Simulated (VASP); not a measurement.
Input of a VASP 6.6.1 run:

POSCAR

```
AlN
1.0
    3.0284785109      0.0000000000      0.0000000000
   -1.5142392555      2.6227393252      0.0000000000
    0.0000000000      0.0000000000      4.8200272053
Al N
2 2
Direct
    0.3333333333      0.6666666667     -0.0018098170
    0.6666666667      0.3333333333      0.4981901830
    0.3333333333      0.6666666667      0.3818098170
    0.6666666667      0.3333333333      0.8818098170
```

The input INCAR.step1:

```
SYSTEM = AlN
PREC = Accurate
ENCUT = 520
ISMEAR = 0
SIGMA = 0.05
LREAL = .FALSE.
LASPH = .TRUE.
NELM = 60
NBANDS = 16
GGA = PE
ALGO = Normal
EDIFF = 1E-4
LWAVE = .TRUE.
LCHARG = .FALSE.
```

File INCAR.step2:

```
SYSTEM = AlN
PREC = Accurate
ENCUT = 520
EDIFF = 1E-6
ISMEAR = 0
SIGMA = 0.05
LREAL = .FALSE.
LASPH = .TRUE.
NELM = 60
ALGO = Normal
ISIF = 2
LWAVE = .FALSE.
LCHARG = .FALSE.
METAGGA = R2SCAN
LMIXTAU = .TRUE.
NBANDS = 16
ISTART = 1
```

KPOINTS

```
regular mesh
0
G
  8 8 4
  0 0 0
```

Potentials or basis: VASP PAW PBE potentials, release 64 (Al, N).

The run is started by

```bash
$ cat potpaw_PBE.64/Al/POTCAR potpaw_PBE.64/N/POTCAR > POTCAR
$ cp INCAR.step1 INCAR
$ mpirun -np 1 vasp_std > vasp.out
$ cp INCAR.step2 INCAR
$ mpirun -np 1 vasp_std > vasp.out
```

(1) What does it give for the pressure?

(2) Predict the band gap on the k mesh.

Results:

(1) 20.2 GPa.

(2) 5.66 eV.

Caveat: the cell stands under pressure; the PAW data sets were made with another functional, which shifts forces and pressure a little.
